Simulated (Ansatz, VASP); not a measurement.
## Zr in VASP and in Ansatz

File INCAR:

```
  PREC = Accurate
  ENCUT = 520
  EDIFF = 1E-7
  ISMEAR = -1
  SIGMA = 0.08
  LREAL = F
  LASPH = T
  NELM = 60
  ALGO = Normal
  ISIF = 2
  LWAVE = F
  LCHARG = F
  GGA = PE
  NBANDS = 12
```

The input KPOINTS:

```
Automatic mesh
0
Gamma
  14 14 14
```

POSCAR

```
Zr
1.0
   -1.8454992086      1.8454992086      1.8454992086
    1.8454992086     -1.8454992086      1.8454992086
    1.8454992086      1.8454992086     -1.8454992086
Zr
1
Direct
    0.0000000000      0.0000000000      0.0000000000
```

Input for Ansatz:

```yaml
crystal:
  lattice:
    - [-1.8454992086, 1.8454992086, 1.8454992086]
    - [1.8454992086, -1.8454992086, 1.8454992086]
    - [1.8454992086, 1.8454992086, -1.8454992086]
  atoms:
    - { symbol: Zr, position: [0.0, 0.0, 0.0] }
kpoints:
  mp_grid: { grid: [14, 14, 14] }
  band_path:
    path:
      - [0.0, 0.0, 0.0]
      - [0.5, -0.5, 0.5]
      - [0.0, 0.0, 0.5]
      - [0.0, 0.0, 0.0]
      - [0.25, 0.25, 0.25]
      - [0.5, -0.5, 0.5]
      - [0.25, 0.25, 0.25]
      - [0.0, 0.0, 0.5]
    npoints: 5
scf:
  occupations: { method: fermi_dirac, width: 0.08 }
hamiltonian:
  xc: pbe
  pseudopotentials: { kind: all_electron, lapw: { basis_error: 0.0005 } }
output:
  forces: true
  stress: true
  eigenvalues: true
```

Change from the starting cell: volume scaled by 1.06.

Alike in both runs: task single point; functional PBE; k mesh 14 × 14 × 14; occupations fermi-dirac, width 0.08 eV; no spin polarisation.

|  | VASP | Ansatz |
| --- | --- | --- |
| version | VASP 6.6.1 | Ansatz 0.2.0 |
| potentials or method | VASP PAW PBE potentials, release 64 (Zr_sv), cutoff 520 eV | all-electron LAPW, scalar-relativistic |

```csv
,VASP,Ansatz,Ansatz less VASP
pressure (GPa),-7.1,-7.1,-0.01
```

Ansatz ran all-electron here, and VASP with PAW potentials.
